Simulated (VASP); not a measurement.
# ZnO (P6_3mc) in VASP: a series of runs

Aim: see how the results for ZnO move with the level of theory and the settings. Levels: PBE, r2SCAN. Tasks: single point.

Program: VASP 6.6.1. These are calculated values, not measurements. Logs are shortened: lines on timing, memory, paths and dates and some standing lists are left out, and cuts for length are marked.

### 1 The cell of the first run

It takes space group P6_3mc (No. 186, hexagonal). Conventional cell: a = 3.271 Å, b = 3.271 Å, c = 5.151 Å, α = 90.00°, β = 90.00°, γ = 120.00°. Within 2.6 Å of Zn (site symmetry 3m) lie 4 O at 1.98 to 1.99 Å. O (site symmetry 3m) has 4 Zn at 1.98 to 1.99 Å within 2.6 Å.

### 2 Single point, PBE (epitaxial xy strain +1.1%)

Input file INCAR:

```
SYSTEM = ZnO
PREC = Accurate ; ENCUT = 910
EDIFF = 1E-6 ; ISMEAR = -1
SIGMA = 0.02 ; LREAL = .FALSE.
LASPH = .TRUE. ; NELM = 120
ALGO = Normal ; ISIF = 2
LWAVE = .FALSE. ; LCHARG = .FALSE.
GGA = PE ; NBANDS = 26
GGA_COMPAT = .FALSE.
```

Input file KPOINTS:

```
Automatic mesh
0
G
  12 12 6
  0 0 0
```

Input file POSCAR:

```
ZnO
1.0
    3.2709296136      0.0000000000      0.0000000000
   -1.6354648068      2.8327081393      0.0000000000
    0.0000000000      0.0000000000      5.1513321237
Zn O
2 2
Direct
    0.3333333333      0.6666666667     -0.0052082116
    0.6666666667      0.3333333333      0.4947917884
    0.3333333333      0.6666666667      0.3802082116
    0.6666666667      0.3333333333      0.8802082116
```

Potentials or basis: VASP PAW PBE potentials, release 64 (Zn, O_h).

Run with:

```bash
cat potpaw_PBE.64/Zn/POTCAR potpaw_PBE.64/O_h/POTCAR > POTCAR
mpirun -np 1 vasp_std > vasp.out
```

OUTCAR:

```text
SYSTEM = ZnO
   PREC = Accurate
   ENCUT = 910
   EDIFF = 1E-6
   ISMEAR = -1
   LREAL = .FALSE.
   LASPH = .TRUE.
   NELM = 120
   ISIF = 2
   GGA = PE

 ion  position               nearest neighbor table
   1  0.333  0.667  0.995-   4 1.98   4 1.98   4 1.98   3 1.99
   2  0.667  0.333  0.495-   3 1.98   3 1.98   3 1.98   4 1.99
   3  0.333  0.667  0.380-   2 1.98   2 1.98   2 1.98   1 1.99
   4  0.667  0.333  0.880-   1 1.98   1 1.98   1 1.98   2 1.99

  LATTYP: Found a hexagonal cell.
 ALAT       =     3.2709296136
 C/A-ratio  =     1.5748832082

  Lattice vectors:

 A1 = (   3.2709296136,   0.0000000000,   0.0000000000)
 A2 = (  -1.6354648068,   2.8327081393,   0.0000000000)
 A3 = (   0.0000000000,   0.0000000000,   5.1513321237)

Analysis of symmetry for initial positions (statically):
=====================================================================
 Subroutine PRICEL returns:
 Original cell was already a primitive cell.

 Routine SETGRP: Setting up the symmetry group for a
 hexagonal supercell.

 Subroutine GETGRP returns: Found 12 space group operations
 (whereof  6 operations were pure point group operations)
 out of a pool of 24 trial point group operations.

The static configuration has the point symmetry C_3v.
 The point group associated with its full space group is C_6v.

Analysis of symmetry for dynamics (positions and initial velocities):
=====================================================================
 Subroutine PRICEL returns:
 Original cell was already a primitive cell.

 Routine SETGRP: Setting up the symmetry group for a
 hexagonal supercell.

 Subroutine GETGRP returns: Found 12 space group operations
 (whereof  6 operations were pure point group operations)
 out of a pool of 24 trial point group operations.

The dynamic configuration has the point symmetry C_3v.
 The point group associated with its full space group is C_6v.

 Subroutine INISYM returns: Found 12 space group operations
 (whereof  6 operations are pure point group operations),
 and found     1 'primitive' translations

----------------------------------------------------------------------------------------

                                     Primitive cell

  volume of cell :      47.7301

  direct lattice vectors                    reciprocal lattice vectors
     3.270929614  0.000000000  0.000000000     0.305723485  0.176509536  0.000000000
    -1.635464807  2.832708139  0.000000000     0.000000000  0.353019073  0.000000000
[... 89 lines left out ...]
   EDIFF  = 0.1E-05   stopping-criterion for ELM
   LREAL  =      F    real-space projection
   EDIFFG = 0.1E-04   stopping-criterion for IOM
   NSW    =      0    number of steps for IOM
   IBRION =     -1    ionic relax: 0-MD 1-quasi-New 2-CG
   NFREE  =      0    steps in history (QN), initial steepest desc. (CG)
   ISIF   =      2    stress and relaxation
   ISYM   =      2    0-nonsym 1-usesym 2-fastsym
   POTIM  = 0.5000    time-step for ionic-motion
   TEBEG  =    0.0;   TEEND  =   0.0 temperature during run
   PSTRESS=    0.0 pullay stress
   NELECT =      36.0000    total number of electrons
   NUPDOWN=      -1.0000    fix difference up-down
   EMIN   =  10.00;   EMAX   =-10.00  energy-range for DOS
   EFERMI =   0.00;   METHOD = LEGACY
   ISMEAR =    -1;   SIGMA  =   0.02  broadening in eV -4-tet -1-fermi 0-gaus
   EFERMI_NEDOS =   21; number of points for ismear=-14 and -15
   IALGO  =     38    algorithm
   IMIX   =      4    mixing-type and parameters
     AMIX     =   0.40;   BMIX     =  1.00
     AMIX_MAG =   1.60;   BMIX_MAG =  1.00
  volume/ion in A,a.u.               =      11.93        80.52
  Fermi-wavevector in a.u.,A,eV,Ry     =   1.490201  2.816071 30.214438  2.220699
  Thomas-Fermi vector in A             =   2.603013
   LORBIT       =      0    0 simple, 1 ext, 2 COOP (PROOUT), +10 PAW based schemes
   GGA     = PE    functional components
   LHFCALC =     F    Hartree Fock is set to
   AEXX    =    0.0000 exact exchange contribution
   IVDW    =     0    specifies the selected vdW correction
   LEPSILON=     F    determine dielectric tensor
   LRPA    =     F    only Hartree local field effects (RPA)
 non-spin polarized calculation
  energy-cutoff  :      910.00
  volume of cell :       47.73
 maximum number of plane-waves:      2992
   NGX = 17   NGY = 17   NGZ = 25

 number of electron      36.0000000 magnetization

 Free energy of the ion-electron system (eV)
  ---------------------------------------------------
  ext. energy  EPLUGINS =         0.00000000
  ---------------------------------------------------
  free energy    TOTEN  =       -17.83613100 eV

  energy without entropy =      -17.83613100  energy(sigma->0) =      -17.83613100

 E-fermi :   1.8962     XC(G=0): -10.8990

 val. band max:        1.4876580461   @ k =   0.0000   0.0000   0.0000
 cond. band min:       2.2932051756   @ k =   0.0000   0.0000   0.0000
 fundamental gap:      0.8055471295
 Fermi energy:         1.8961545233

 k-point     1 :       0.0000    0.0000    0.0000
  band No.  band energies     occupation
      1     -16.5660      2.00000
      2     -15.8174      2.00000
      3      -4.1940      2.00000
      4      -4.1940      2.00000
      5      -4.0658      2.00000
      6      -4.0285      2.00000
[... 685 lines left out ...]
     25      14.9090      0.00000
     26      15.4232      0.00000

 [... further k-points ...]

------------------------ aborting loop because EDIFF is reached ----------------------------------------

  FORCE on cell =-STRESS in cart. coord.  units (eV):
  Direction    XX          YY          ZZ          XY          YZ          ZX
  --------------------------------------------------------------------------------------
  -------------------------------------------------------------------------------------
  Total        1.2930705      1.2930705      2.0300160      0.0000000      0.0000000      0.0000000
  in kB       43.4050449     43.4050449     68.1424067      0.0000000      0.0000000      0.0000000
  external PRESSURE =      51.6508322 kB  Pullay stress =       0.0000000 kB

 VOLUME and BASIS-vectors are now :
 -----------------------------------------------------------------------------
  energy-cutoff  :      910.00
  volume of cell :       47.73
      direct lattice vectors                 reciprocal lattice vectors
     3.270929614  0.000000000  0.000000000     0.305723485  0.176509536  0.000000000
    -1.635464807  2.832708139  0.000000000     0.000000000  0.353019073  0.000000000
     0.000000000  0.000000000  5.151332124     0.000000000  0.000000000  0.194124544

 POSITION                                       TOTAL-FORCE (eV/Angst)
 -----------------------------------------------------------------------------------
     -0.00000      1.88847      5.12450         0.000000     -0.000000     -0.013957
      1.63546      0.94424      2.54884        -0.000000      0.000000     -0.013957
     -0.00000      1.88847      1.95858         0.000000     -0.000000      0.013957
      1.63546      0.94424      4.53424        -0.000000      0.000000      0.013957
 -----------------------------------------------------------------------------------
    total drift:                               -0.000000     -0.000000      0.000576

  FREE ENERGIE OF THE ION-ELECTRON SYSTEM (eV)
  ---------------------------------------------------
  free  energy   TOTEN  =       -17.8361309977 eV

  energy  without entropy=      -17.8361309977  energy(sigma->0) =      -17.83613100
```

OSZICAR:

```text
N       E                     dE             d eps       ncg     rms          rms(c)
DAV:   1     0.390070541074E+03    0.39007E+03   -0.25084E+04  4008   0.293E+03
DAV:   2     0.458565351198E+02   -0.34421E+03   -0.32346E+03  4194   0.547E+02
DAV:   3    -0.176760196223E+02   -0.63533E+02   -0.61189E+02  4574   0.190E+02
DAV:   4    -0.210179139353E+02   -0.33419E+01   -0.33110E+01  4446   0.478E+01
DAV:   5    -0.210492741487E+02   -0.31360E-01   -0.31337E-01  4372   0.477E+00    0.148E+01
DAV:   6    -0.176472495927E+02    0.34020E+01   -0.60926E+00  6544   0.608E+01    0.886E+00
DAV:   7    -0.178819792680E+02   -0.23473E+00   -0.31277E+00  4662   0.167E+01    0.545E+00
DAV:   8    -0.178810498308E+02    0.92944E-03   -0.53516E-01  5354   0.704E+00    0.184E+00
DAV:   9    -0.178343876127E+02    0.46662E-01   -0.92917E-02  5638   0.573E+00    0.450E-01
DAV:  10    -0.178359284095E+02   -0.15408E-02   -0.42391E-02  4038   0.170E+00    0.122E-01
DAV:  11    -0.178361581140E+02   -0.22970E-03   -0.18109E-03  4718   0.923E-01    0.496E-02
DAV:  12    -0.178361190665E+02    0.39048E-04   -0.37587E-04  4820   0.592E-01    0.109E-02
DAV:  13    -0.178361365695E+02   -0.17503E-04   -0.58204E-05  4152   0.626E-02    0.235E-02
DAV:  14    -0.178361310290E+02    0.55405E-05   -0.14229E-05  4492   0.367E-02    0.361E-03
DAV:  15    -0.178361309977E+02    0.31228E-07   -0.13643E-06  3424   0.886E-03
   1 F= -.17836131E+02 E0= -.17836131E+02  d E =-.625202E-11
```

Run time: 99 s. Hardware: 1 thread of Intel Xeon 6975P-C (Granite Rapids), shared host; peak memory 0.34 GiB.

What came out:

| Property | Result |
| --- | --- |
| Free energy | -17.8361 eV |
| Pressure | 5.2 GPa |
| Largest force | 0.014 eV/Å |
| Band gap on the k mesh | 0.81 eV |

Forces in eV/Å, atoms in the order of the input:
```
Zn   0.000  0.000 -0.014
Zn   0.000  0.000 -0.014
O    0.000  0.000  0.014
O    0.000  0.000  0.014
```

Caveat: the cell differs from its parent crystal (epitaxial xy strain +1.1%); the cutoff is under 1.25 times the usual one of these potentials, so pressure, stress and relaxed cells hold a basis-set (Pulay) error; the cell stands under pressure.

### 3 Single point, r2SCAN (epitaxial xy strain +1.1%)

POSCAR is that of step 2.

Input file INCAR.step1:

```
SYSTEM = ZnO
ALGO = Normal
EDIFF = 1E-5
ENCUT = 910
GGA = PE
GGA_COMPAT = .False.
ISMEAR = 0
LASPH = .True.
LCHARG = .False.
LREAL = .False.
LWAVE = .True.
NBANDS = 26
NELM = 120
PREC = Accurate
SIGMA = 0.01
```

Input file INCAR.step2:

```
SYSTEM = ZnO
ALGO = Normal
EDIFF = 1E-6
ENCUT = 910
GGA_COMPAT = .False.
ISIF = 2
ISMEAR = 0
ISTART = 1
LASPH = .True.
LCHARG = .False.
LMIXTAU = .True.
LREAL = .False.
LWAVE = .False.
METAGGA = R2SCAN
NBANDS = 26
NELM = 120
PREC = Accurate
SIGMA = 0.01
```

Input file KPOINTS:

```
k-points
0
Gamma
  12 12 6
  0 0 0
```

Potentials or basis: VASP PAW PBE potentials, release 64 (Zn, O_h).

Run with:

```bash
cat potpaw_PBE.64/Zn/POTCAR potpaw_PBE.64/O_h/POTCAR > POTCAR
cp INCAR.step1 INCAR
mpirun -np 1 vasp_std > vasp.out
cp INCAR.step2 INCAR
mpirun -np 1 vasp_std > vasp.out
```

Wall time 6.5 min (1 thread of Intel Xeon Platinum 8559C (Emerald Rapids), shared host); peak memory 0.36 GiB.

It converged, with:

```
Free energy            : -36.3344 eV
Pressure               : -0.5 GPa
Largest force          : 0.008 eV/Å
Band gap on the k mesh : 1.25 eV
```

Forces on the atoms (eV/Å):
```
Zn   0.000  0.000 -0.008
Zn   0.000  0.000 -0.008
O    0.000  0.000  0.008
O    0.000  0.000  0.008
```

Stress tensor (GPa, compression positive):
```
-1.32  0.00  0.00
 0.00 -1.32  0.00
 0.00  0.00  1.18
```

Levels at points of the mesh, in eV from the valence-band top:
| k point | band 16 | band 17 | band 18 | band 19 | band 20 | band 21 |
| --- | --- | --- | --- | --- | --- | --- |
| (0.00, 0.00, 0.00) | -0.09 | 0.00 | 0.00 | 1.25 | 5.76 | 8.99 |
| (0.50, 0.00, 0.00) | -2.34 | -1.24 | -0.89 | 6.38 | 7.32 | 8.27 |
| (0.00, 0.00, 0.50) | -0.40 | -0.40 | -0.40 | 3.95 | 3.95 | 10.93 |
| (0.50, 0.00, 0.50) | -1.57 | -1.29 | -1.29 | 6.29 | 6.29 | 9.12 |

Caveat: the cell differs from its parent crystal (epitaxial xy strain +1.1%); the cutoff is under 1.25 times the usual one of these potentials, so pressure, stress and relaxed cells hold a basis-set (Pulay) error; the PAW data sets were made with another functional, which shifts forces and pressure a little.
